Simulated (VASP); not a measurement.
# PtSe2 (P-3m1) in VASP: further runs

Aim: see how the results for PtSe2 move with the level of theory and the settings. Levels: PBEsol, LDA. Tasks: single point.

All numbers are computed with VASP 6.6.1; they aren't measurements. Logs are shortened: lines on timing, memory, paths and dates and some standing lists are left out, and cuts for length are marked.

## 1. The cell of the first run

Symmetry: P-3m1, No. 164, trigonal system. The conventional cell has a = 3.724 Å, b = 3.724 Å, c = 5.062 Å, α = 90.00°, β = 90.00°, γ = 120.00°. Within 3.3 Å of Pt (site symmetry -3m) lie 6 Se at 2.49 Å. Within 3.4 Å of Se (site symmetry 3m) lie 3 Pt at 2.49 Å and 6 Se at 3.32 Å.

## 2. Single point, PBEsol

Input file INCAR:

```
SYSTEM = PtSe2
  PREC = Accurate
  ENCUT = 520
  EDIFF = 1E-7
  ISMEAR = -1
  SIGMA = 0.3
  LREAL = .False.
  LASPH = .True.
  NELM = 100
  ALGO = Normal
  ISIF = 2
  LWAVE = .False.
  LCHARG = .True.
  GGA = PS
  LELF = .True.
  LVHAR = .True.
  ISYM = 0
  NBANDS = 18
```

Input file KPOINTS:

```
Automatic mesh
0
Gamma
  6 6 4
  0.5 0.5 0.5
```

Input file POSCAR:

```
PtSe2
1.0
    3.7240000000      0.0000000000      0.0000000000
   -1.8620000000      3.2250790000      0.0000000000
    0.0000000000      0.0000000000      5.0620000000
Pt Se
1 2
Direct
    0.0000000000      0.0000000000      0.0000000000
    0.3333333333      0.6666666667      0.2500000000
    0.6666666667      0.3333333333      0.7500000000
```

Potentials or basis: VASP PAW PBE potentials, release 64 (Pt, Se).

Run with:

```console
> cat potpaw_PBE.64/Pt/POTCAR potpaw_PBE.64/Se/POTCAR > POTCAR
> mpirun -np 1 vasp_std > vasp.out
```

OUTCAR:

```text
SYSTEM = PtSe2
   PREC = Accurate
   ENCUT = 520
   EDIFF = 1E-7
   ISMEAR = -1
   LREAL = .False.
   LASPH = .True.
   NELM = 100
   ISIF = 2
   GGA = PS
   ISYM = 0

 ion  position               nearest neighbor table
   1  0.000  0.000  0.000-   2 2.49   3 2.49   3 2.49   2 2.49   3 2.49   2 2.49
   2  0.333  0.667  0.250-   1 2.49   1 2.49   1 2.49
   3  0.667  0.333  0.750-   1 2.49   1 2.49   1 2.49

IMPORTANT INFORMATION: All symmetrisations will be switched off!
NOSYMM: (Re-)initialisation of all symmetry stuff for point group C_1.

----------------------------------------------------------------------------------------

                                     Primitive cell

  volume of cell :      60.7956

  direct lattice vectors                    reciprocal lattice vectors
     3.724000000  0.000000000  0.000000000     0.268528464  0.155034962  0.000000000
    -1.862000000  3.225079000  0.000000000     0.000000000  0.310069924  0.000000000
     0.000000000  0.000000000  5.062000000     0.000000000  0.000000000  0.197550375

  length of vectors
     3.724000000  3.724000343  5.062000000     0.310069952  0.310069924  0.197550375

  position of ions in fractional coordinates (direct lattice)
     0.000000000  0.000000000  0.000000000
     0.333333333  0.666666667  0.250000000
     0.666666667  0.333333333  0.750000000

  ion indices of the primitive-cell ions
   primitive index   ion index
                 1           1
                 2           2
                 3           3

----------------------------------------------------------------------------------------

 KPOINTS: Automatic mesh

Automatic generation of k-mesh.
 Grid dimensions read from file:
 generate k-points for:    6    6    4

 Generating k-lattice:

  Cartesian coordinates                     Fractional coordinates (reciprocal lattice)
     0.044754744  0.025839160  0.000000000     0.166666667 -0.000000000  0.000000000
     0.000000000  0.051678321  0.000000000     0.000000000  0.166666667  0.000000000
     0.000000000  0.000000000  0.049387594     0.000000000  0.000000000  0.250000000

  Length of vectors
     0.051678325  0.051678321  0.049387594

  Shift w.r.t. Gamma in fractional coordinates (k-lattice)
     0.500000000  0.500000000  0.500000000

 Subroutine IBZKPT returns following result:
 ===========================================

 Found    216 irreducible k-points:

 Following reciprocal coordinates:
            Coordinates               Weight
  0.083333  0.083333  0.125000      2.000000
 -0.083333  0.166667  0.125000      2.000000
 -0.166667  0.083333  0.125000      2.000000
 -0.083333 -0.083333  0.125000      2.000000
  0.083333 -0.166667  0.125000      2.000000
  0.166667 -0.083333  0.125000      2.000000
[... 16 lines left out ...]
  0.083333  0.500000  0.125000      2.000000
  0.500000 -0.416667  0.125000      2.000000
 [... further k-points ...]
   k-points           NKPTS =    216   k-points in BZ     NKDIM =    216   number of bands    NBANDS=     18
   number of dos      NEDOS =    301   number of ions     NIONS =      3
   total plane-waves  NPLWV =  31360
   dimension x,y,z NGX =    28 NGY =   28 NGZ =   40
   dimension x,y,z NGXF=    56 NGYF=   56 NGZF=   80
   ions per type =               1   2
   NGX,Y,Z   is equivalent  to a cutoff of  12.50, 12.50, 13.14 a.u.
   NGXF,Y,Z  is equivalent  to a cutoff of  25.00, 25.00, 26.27 a.u.
 SYSTEM =  PtSe2
   PREC   = accura    normal or accurate (medium, high low for compatibility)
   ISTART =      0    job   : 0-new  1-cont  2-samecut
   ICHARG =      2    charge: 1-file 2-atom 10-const
   ISPIN  =      1    spin polarized calculation?
   LNONCOLLINEAR =      F non collinear calculations
   LSORBIT =      F    spin-orbit coupling
   LASPH  =      T    aspherical Exc in radial PAW
   ENCUT  =  520.0 eV  38.22 Ry    6.18 a.u.   6.92  6.92  9.41*2*pi/ulx,y,z
   NELM   =    100;   NELMIN=  2; NELMDL= -5     # of ELM steps
   EDIFF  = 0.1E-06   stopping-criterion for ELM
   LREAL  =      F    real-space projection
   EDIFFG = 0.1E-05   stopping-criterion for IOM
   NSW    =      0    number of steps for IOM
   IBRION =     -1    ionic relax: 0-MD 1-quasi-New 2-CG
   NFREE  =      0    steps in history (QN), initial steepest desc. (CG)
   ISIF   =      2    stress and relaxation
   ISYM   =      0    0-nonsym 1-usesym 2-fastsym
   POTIM  = 0.5000    time-step for ionic-motion
   TEBEG  =    0.0;   TEEND  =   0.0 temperature during run
   PSTRESS=    0.0 pullay stress
   NELECT =      22.0000    total number of electrons
   NUPDOWN=      -1.0000    fix difference up-down
   EMIN   =  10.00;   EMAX   =-10.00  energy-range for DOS
   EFERMI =   0.00;   METHOD = LEGACY
   ISMEAR =    -1;   SIGMA  =   0.30  broadening in eV -4-tet -1-fermi 0-gaus
   EFERMI_NEDOS =   21; number of points for ismear=-14 and -15
   IALGO  =     38    algorithm
   IMIX   =      4    mixing-type and parameters
     AMIX     =   0.40;   BMIX     =  1.00
     AMIX_MAG =   1.60;   BMIX_MAG =  1.00
  volume/ion in A,a.u.               =      20.27       136.76
  Fermi-wavevector in a.u.,A,eV,Ry     =   1.166608  2.204570 18.517183  1.360975
  Thomas-Fermi vector in A             =   2.303119
   LORBIT       =      0    0 simple, 1 ext, 2 COOP (PROOUT), +10 PAW based schemes
   GGA     = PS    functional components
   LHFCALC =     F    Hartree Fock is set to
   AEXX    =    0.0000 exact exchange contribution
   IVDW    =     0    specifies the selected vdW correction
   LEPSILON=     F    determine dielectric tensor
   LRPA    =     F    only Hartree local field effects (RPA)
 non-spin polarized calculation
  energy-cutoff  :      520.00
  volume of cell :       60.80
 maximum number of plane-waves:      1648
   NGX = 13   NGY = 13   NGZ = 19

 number of electron      21.9999999 magnetization

 Free energy of the ion-electron system (eV)
  ---------------------------------------------------
  ext. energy  EPLUGINS =         0.00000000
  ---------------------------------------------------
  free energy    TOTEN  =       -16.00712324 eV

  energy without entropy =      -15.72237721  energy(sigma->0) =      -15.86475023

 E-fermi :   6.2423     XC(G=0): -10.8099

 val. band max:        6.1546901608   @ k =  -0.1667   0.0833   0.1250
 cond. band min:       6.3238362170   @ k =   0.0833   0.0000   0.1250
 fundamental gap:      0.1691460562
 Fermi energy:         6.2423339858

 k-point     1 :       0.0833    0.0833    0.1250
  band No.  band energies     occupation
      1      -9.0621      2.00000
      2      -6.7332      2.00000
      3      -0.4983      2.00000
      4       0.0455      2.00000
      5       0.1804      2.00000
      6       2.0835      2.00000
[... 10 lines left out ...]
     17      14.4226      0.00000
     18      15.1484      0.00000

 k-point     2 :      -0.0833    0.1667    0.1250
  band No.  band energies     occupation
      1      -9.0621      2.00000
      2      -6.7332      2.00000
      3      -0.4983      2.00000
      4       0.0455      2.00000
      5       0.1804      2.00000
      6       2.0835      2.00000
[... 10 lines left out ...]
     17      14.4226      0.00000
     18      15.1484      0.00000

 k-point     3 :      -0.1667    0.0833    0.1250
  band No.  band energies     occupation
      1      -9.0621      2.00000
      2      -6.7332      2.00000
      3      -0.4983      2.00000
      4       0.0455      2.00000
      5       0.1804      2.00000
      6       2.0835      2.00000
[... 10 lines left out ...]
     17      14.4226      0.00000
     18      15.1484      0.00000

 k-point     4 :      -0.0833   -0.0833    0.1250
  band No.  band energies     occupation
      1      -9.0621      2.00000
      2      -6.7332      2.00000
      3      -0.4983      2.00000
      4       0.0455      2.00000
      5       0.1804      2.00000
      6       2.0835      2.00000
[... 10 lines left out ...]
     17      14.4226      0.00000
     18      15.1484      0.00000

 k-point     5 :       0.0833   -0.1667    0.1250
  band No.  band energies     occupation
      1      -9.0621      2.00000
      2      -6.7332      2.00000
      3      -0.4983      2.00000
      4       0.0455      2.00000
      5       0.1804      2.00000
      6       2.0835      2.00000
[... 10 lines left out ...]
     17      14.4226      0.00000
     18      15.1484      0.00000

 k-point     6 :       0.1667   -0.0833    0.1250
  band No.  band energies     occupation
      1      -9.0621      2.00000
      2      -6.7332      2.00000
      3      -0.4983      2.00000
      4       0.0455      2.00000
      5       0.1804      2.00000
      6       2.0835      2.00000
[... 10 lines left out ...]
     17      14.4226      0.00000
     18      15.1484      0.00000

 k-point     7 :       0.2500    0.0833    0.1250
  band No.  band energies     occupation
      1      -8.3718      2.00000
      2      -6.9811      2.00000
      3       0.1234      2.00000
      4       0.3867      2.00000
      5       0.4037      2.00000
      6       1.2030      2.00000
[... 10 lines left out ...]
     17      14.7238      0.00000
     18      15.0630      0.00000

 k-point     8 :      -0.0833    0.3333    0.1250
  band No.  band energies     occupation
      1      -8.4060      2.00000
      2      -6.9074      2.00000
      3      -0.3095      2.00000
      4       0.2772      2.00000
      5       0.6648      2.00000
      6       1.0241      2.00000
[... 10 lines left out ...]
     17      14.3544      0.00000
     18      15.7824      0.00000
[... 229 lines left out ...]
     17      15.0410      0.00000
     18      16.3635      0.00000

 k-point    20 :      -0.0833    0.5000    0.1250
  band No.  band energies     occupation
      1      -7.6524      2.00000
      2      -7.2115      2.00000
      3      -0.9674      2.00000
      4       0.4003      2.00000
      5       0.8508      2.00000
      6       1.9970      2.00000
[... 10 lines left out ...]
     17      15.1519      0.00000
     18      16.5696      0.00000

 k-point    21 :       0.5000    0.4167    0.1250
  band No.  band energies     occupation
      1      -7.5266      2.00000
      2      -7.3602      2.00000
      3      -0.8760      2.00000
      4       0.4744      2.00000
      5       1.1199      2.00000
      6       1.6141      2.00000
[... 10 lines left out ...]
     17      15.0410      0.00000
     18      16.3635      0.00000

 k-point    22 :      -0.4167   -0.0833    0.1250
  band No.  band energies     occupation
      1      -7.6524      2.00000
      2      -7.2115      2.00000
      3      -0.9674      2.00000
      4       0.4003      2.00000
      5       0.8508      2.00000
      6       1.9970      2.00000
[... 10 lines left out ...]
     17      15.1519      0.00000
     18      16.5696      0.00000

 k-point    23 :       0.0833    0.5000    0.1250
  band No.  band energies     occupation
      1      -7.5266      2.00000
      2      -7.3602      2.00000
      3      -0.8760      2.00000
      4       0.4744      2.00000
      5       1.1199      2.00000
      6       1.6141      2.00000
[... 10 lines left out ...]
     17      15.0410      0.00000
     18      16.3635      0.00000

 k-point    24 :       0.5000   -0.4167    0.1250
  band No.  band energies     occupation
      1      -7.6524      2.00000
      2      -7.2115      2.00000
      3      -0.9674      2.00000
      4       0.4003      2.00000
      5       0.8508      2.00000
      6       1.9970      2.00000
[... 10 lines left out ...]
     17      15.1519      0.00000
     18      16.5696      0.00000

 [... further k-points ...]
[... 5 lines left out ...]
  --------------------------------------------------------------------------------------
  -------------------------------------------------------------------------------------
  Total        1.2128556      1.2128501      0.5299891      0.0000014     -0.0000022     -0.0000001
  in kB       31.9629984     31.9628530     13.9670717      0.0000367     -0.0000574     -0.0000033
  external PRESSURE =      25.9643077 kB  Pullay stress =       0.0000000 kB

 VOLUME and BASIS-vectors are now :
 -----------------------------------------------------------------------------
  energy-cutoff  :      520.00
  volume of cell :       60.80
      direct lattice vectors                 reciprocal lattice vectors
     3.724000000  0.000000000  0.000000000     0.268528464  0.155034962  0.000000000
    -1.862000000  3.225079000  0.000000000     0.000000000  0.310069924  0.000000000
     0.000000000  0.000000000  5.062000000     0.000000000  0.000000000  0.197550375

 POSITION                                       TOTAL-FORCE (eV/Angst)
 -----------------------------------------------------------------------------------
      0.00000      0.00000      0.00000        -0.000000      0.000000      0.000000
     -0.00000      2.15005      1.26550        -0.000000     -0.000000      0.416569
      1.86200      1.07503      3.79650         0.000000      0.000000     -0.416569
 -----------------------------------------------------------------------------------
    total drift:                               -0.000000      0.000000      0.000000

  FREE ENERGIE OF THE ION-ELECTRON SYSTEM (eV)
  ---------------------------------------------------
  free  energy   TOTEN  =       -16.0071232427 eV

  energy  without entropy=      -15.7223772116  energy(sigma->0) =      -15.86475023
```

Run time: 5.5 min. Hardware: 1 thread of Intel Xeon 8259CL, shared host; peak memory 0.36 GiB.

What came out:

```yaml
Free_energy: -16.0071 eV
Pressure: 2.6 GPa
Largest_force: 0.417 eV/Å
Band_gap_on_the_k_mesh: zero (bands 11 and 12 overlap by 0.05 eV)
```

Forces in eV/Å, atoms in the order of the input:
```
Pt   0.000  0.000  0.000
Se   0.000  0.000  0.417
Se   0.000  0.000 -0.417
```

Caveat: so wide a smearing shifts energies and pressures; the PAW data sets were made with another functional, which shifts forces and pressure a little; spin-orbit coupling is left out, which moves the levels of the heavy elements.

## 3. Single point, LDA

Input file INCAR:

```
ALGO     = Normal         # electronic algorithm
EDIFF    = 1E-7           # SCF threshold, eV
ENCUT    = 520            # plane-wave cutoff, eV
GGA      = CA             # functional
ISIF     = 2              # what is computed and relaxed
ISMEAR   = -1             # smearing method
ISYM     = 0            
LASPH    = T              # aspherical terms in the spheres
LCHARG   = F              # write CHGCAR
LREAL    = F              # projectors in reciprocal space
LWAVE    = F              # write WAVECAR
NBANDS   = 18             # bands
NELM     = 80             # most SCF steps
PREC     = Accurate       # precision mode
SIGMA    = 0.3            # smearing width, eV
```

KPOINTS is that of step 2.

POSCAR is that of step 2.

Potentials or basis: VASP PAW LDA potentials, release 64 (Pt, Se).

Run with:

```console
> cat potpaw_LDA.64/Pt/POTCAR potpaw_LDA.64/Se/POTCAR > POTCAR
> mpirun -np 1 vasp_std > vasp.out
```

OUTCAR:

```text
EDIFF = 1E-7
   ENCUT = 520
   GGA = CA
   ISIF = 2
   ISMEAR = -1
   ISYM = 0
   LASPH = T
   LREAL = F
   NELM = 80
   PREC = Accurate

 ion  position               nearest neighbor table
   1  0.000  0.000  0.000-   2 2.49   3 2.49   3 2.49   2 2.49   3 2.49   2 2.49
   2  0.333  0.667  0.250-   1 2.49   1 2.49   1 2.49
   3  0.667  0.333  0.750-   1 2.49   1 2.49   1 2.49

IMPORTANT INFORMATION: All symmetrisations will be switched off!
NOSYMM: (Re-)initialisation of all symmetry stuff for point group C_1.

[... 640 lines left out ...]
      6       2.1317      2.00000
[... 10 lines left out ...]
     17      15.2818      0.00000
     18      16.6738      0.00000

 [... further k-points ...]
[... 5 lines left out ...]
  --------------------------------------------------------------------------------------
  -------------------------------------------------------------------------------------
  Total        0.3167472      0.3167404     -0.2621695     -0.0000008     -0.0000018      0.0000001
  in kB        8.3474007      8.3472215     -6.9090846     -0.0000221     -0.0000478      0.0000035
  external PRESSURE =       3.2618459 kB  Pullay stress =       0.0000000 kB

 VOLUME and BASIS-vectors are now :
 -----------------------------------------------------------------------------
  energy-cutoff  :      520.00
  volume of cell :       60.80
      direct lattice vectors                 reciprocal lattice vectors
     3.724000000  0.000000000  0.000000000     0.268528464  0.155034962  0.000000000
    -1.862000000  3.225079000  0.000000000     0.000000000  0.310069924  0.000000000
     0.000000000  0.000000000  5.062000000     0.000000000  0.000000000  0.197550375

 POSITION                                       TOTAL-FORCE (eV/Angst)
 -----------------------------------------------------------------------------------
      0.00000      0.00000      0.00000         0.000000      0.000000      0.000000
     -0.00000      2.15005      1.26550         0.000000     -0.000001      0.306421
      1.86200      1.07503      3.79650        -0.000000      0.000001     -0.306421
 -----------------------------------------------------------------------------------
    total drift:                                0.000000      0.000000      0.000000

  FREE ENERGIE OF THE ION-ELECTRON SYSTEM (eV)
  ---------------------------------------------------
  free  energy   TOTEN  =       -17.1832033897 eV

  energy  without entropy=      -16.8930613783  energy(sigma->0) =      -17.03813238
```

stdout:

```text
POSCAR found type information on POSCAR PtSe
 POSCAR found :  2 types and       3 ions
 scaLAPACK will be used
 LDA part: xc-table for (Slater(with rela. corr.)+CA(PZ))
 , standard interpolation
 POSCAR, INCAR and KPOINTS ok, starting setup
 FFT: planning ... GRIDC
 FFT: planning ... GRID_SOFT
 FFT: planning ... GRID
 WAVECAR not read
 entering main loop
```

Wall time 4.5 min (1 thread of Intel Xeon 8259CL, shared host); peak memory 0.34 GiB.

What came out:

- Free energy: -17.1832 eV
- Pressure: 0.3 GPa
- Largest force: 0.306 eV/Å
- Band gap on the k mesh: zero (bands 11 and 12 overlap by 0.07 eV)

Forces on the atoms (eV/Å):
```
Pt   0.000  0.000  0.000
Se   0.000  0.000  0.306
Se   0.000  0.000 -0.306
```

Stress tensor (GPa, compression positive):
```
 0.83  0.00  0.00
 0.00  0.83  0.00
 0.00  0.00 -0.69
```

Caveat: so wide a smearing shifts energies and pressures; spin-orbit coupling is left out, which moves the levels of the heavy elements.
